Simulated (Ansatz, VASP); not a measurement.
# TaBr: VASP beside Ansatz

```
CELL_PARAMETERS angstrom
3.31805 0.00000 0.00000
0.00000 3.31805 0.00000
0.00000 0.00000 3.31805
ATOMIC_POSITIONS crystal
Ta 0.50000 0.50000 0.50000
Br 0.00000 0.00000 0.00000
```

Change from the starting cell: species swapped into the TiRu type (Pm-3m, No. 221).

Alike in both runs: functional PBE; k mesh 4 × 4 × 4; occupations gaussian, width 0.1 eV; collinear spin.

Ansatz relaxed the structure, and its values are those at the end. VASP's run is a single point on that final structure, the one shown.

|  | VASP | Ansatz |
| --- | --- | --- |
| version | VASP 6.6.1 | Ansatz 0.2.0 |
| potentials or method | VASP PAW PBE potentials, release 64 (Ta_pv, Br), cutoff 520 eV | scalar-relativistic, plane waves, PAW |
| valence electrons in the cell | 18 | 20 |

```tsv
	VASP	Ansatz	Ansatz less VASP
gap on the k mesh at the Fermi level (eV)	none	none	-
pressure (GPa)	0.0	0.0	-0.09
net moment per atom (μB)	0.00	0.00	0.000
```

A gap of «none» marks a metal or a gap that the smearing closes. VASP's potentials hold 18 valence electrons a cell and Ansatz's 20, so a difference there can come from the potentials and not from the codes. Ansatz's warnings: seeded moment not kept.

The k mesh is coarse, so the values compare programs but aren't converged. Spin-orbit coupling is off throughout.
